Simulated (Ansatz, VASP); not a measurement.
**KTaO3 in VASP and in Ansatz**

File INCAR:

```
PREC = Accurate
ENCUT = 520
EDIFF = 1E-8
ISMEAR = -1
SIGMA = 0.01
LREAL = False
LASPH = True
NELM = 60
ALGO = Normal
ISIF = 2
LWAVE = False
LCHARG = False
LEFG = True
NBANDS = 27
```

File KPOINTS:

```
Automatic mesh
0
Gamma
  5 5 5
```

Contents of POSCAR:

```
KTaO3
1.0
    3.9883000000      0.0000000000      0.0000000000
    0.0000000000      3.9883000000      0.0000000000
    0.0000000000      0.0000000000      4.0281830000
K Ta O
1 1 3
Direct
    0.5000000000      0.5000000000      0.5000000000
    0.0000000000      0.0000000000      0.0000000000
    0.5000000000      0.0000000000      0.0000000000
    0.0000000000      0.5000000000      0.0000000000
    0.0000000000      0.0000000000      0.5000000000
```

Input for Ansatz:

```yaml
crystal:
  lattice:
    - [3.9883, 0.0, 0.0]
    - [0.0, 3.9883, 0.0]
    - [0.0, 0.0, 4.028183]
  atoms:
    - { symbol: K, position: [0.5, 0.5, 0.5] }
    - { symbol: Ta, position: [0.0, 0.0, 0.0] }
    - { symbol: O, position: [0.5, 0.0, 0.0] }
    - { symbol: O, position: [0.0, 0.5, 0.0] }
    - { symbol: O, position: [0.0, 0.0, 0.5] }
kpoints:
  mp_grid: { grid: [5, 5, 5] }
scf:
  occupations: { method: fermi_dirac, width: 0.01 }
hamiltonian:
  xc: lda
  pseudopotentials: { kind: all_electron, datasets: crystal }
output:
  forces: true
  stress: true
  eigenvalues: true
  efg: { contact_densities: true }
```

Change from the starting cell: zz strain of +1 %, crystal datasets.

Alike in both runs: task electric field gradients; functional LDA; k mesh 5 × 5 × 5; occupations fermi-dirac, width 0.01 eV; no spin polarisation.

|  | VASP | Ansatz |
| --- | --- | --- |
| version | VASP 6.6.1 | Ansatz 0.2.0 |
| potentials or method | VASP PAW LDA potentials, release 64 (K_sv, Ta_pv, O), cutoff 520 eV | all-electron PAW with datasets made for the crystal, scalar-relativistic |

```csv
,VASP,Ansatz,Ansatz less VASP
gap on the k mesh at the Fermi level (eV),2.10,2.16,+0.057
pressure (GPa),-6.3,-7.4,-1.04
"traceless stress, the component that is largest in VASP (GPa)",-2.34,-2.28,+0.057
size of Vzz on the site where it differs most (V/Å²),14.2,16.3,+2.17
```

LDA's correlation is that of Perdew and Zunger in VASP and of Perdew and Wang (1992) in Ansatz. Ansatz ran all-electron here, and VASP with PAW potentials.

Neither program's run includes spin-orbit coupling.
